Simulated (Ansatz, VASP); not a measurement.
**NaSe4 in VASP and in Ansatz**

The input INCAR:

```
PREC = Accurate
ENCUT = 520
EDIFF = 1E-7
ISMEAR = 0
SIGMA = 0.1
LREAL = F
LASPH = T
NELM = 80
ALGO = Normal
ISIF = 2
LWAVE = F
LCHARG = F
GGA = PE
IVDW = 12
NBANDS = 24
```

The input KPOINTS:

```
Automatic mesh
0
Gamma
  6 4 4
```

File POSCAR:

```
NaSe4
1.0
    2.6887620000      0.0000000000      0.0000000000
    0.0000000000      5.3775240000      0.0000000000
    0.0000000000      0.0000000000      7.3035884100
Na Se
1 4
Direct
    0.0000000000      0.0000000000      0.0000000000
    0.5000000000      0.2500000000      0.7515886600
    0.5000000000      0.7500000000      0.7515886600
    0.5000000000      0.2500000000      0.2484113400
    0.5000000000      0.7500000000      0.2484113400
```

Input for Ansatz:

```yaml
crystal:
  lattice:
    - [2.688762, 0.0, 0.0]
    - [0.0, 5.377524, 0.0]
    - [0.0, 0.0, 7.30358841]
  atoms:
    - { symbol: Na, position: [0.0, 0.0, 0.0] }
    - { symbol: Se, position: [0.5, 0.25, 0.75158866] }
    - { symbol: Se, position: [0.5, 0.75, 0.75158866] }
    - { symbol: Se, position: [0.5, 0.25, 0.24841134] }
    - { symbol: Se, position: [0.5, 0.75, 0.24841134] }
basis:
  ecutwfc: 420
kpoints:
  mp_grid: { grid: [6, 4, 4] }
hamiltonian:
  xc: pbe
  dispersion: d3bj
scf:
  occupations: { method: gaussian, width: 0.1 }
  lower_state_search: "off"
output:
  forces: true
  stress: true
  eigenvalues: true
```

Alike in both runs: task single point; functional PBE; dispersion D3(BJ); k mesh 6 × 4 × 4; occupations gaussian, width 0.1 eV; no spin polarisation.

|  | VASP | Ansatz |
| --- | --- | --- |
| version | VASP 6.6.1 | Ansatz 0.2.0 |
| potentials or method | VASP PAW PBE potentials, release 64 (Na_pv, Se), cutoff 520 eV | scalar-relativistic, plane waves, PAW |
| valence electrons in the cell | 31 | 73 |

|  | VASP | Ansatz | Ansatz less VASP |
| --- | --- | --- | --- |
| gap on the k mesh at the Fermi level (eV) | none | none | - |
| pressure (GPa) | 9.3 | 9.2 | -0.14 |
| traceless stress, the component that is largest in VASP (GPa) | -6.20 | -6.21 | -0.013 |
| rms of the force components (eV/Å) | 0.809 | 0.801 | -0.0080 |

Atom by atom the forces differ by 0.008 eV/Å (rms over components). A gap of «none» marks a metal or a gap that the smearing closes. VASP's potentials hold 31 valence electrons a cell and Ansatz's 73, so a difference there can come from the potentials and not from the codes.

The k mesh is coarse, so the values compare programs but aren't converged.
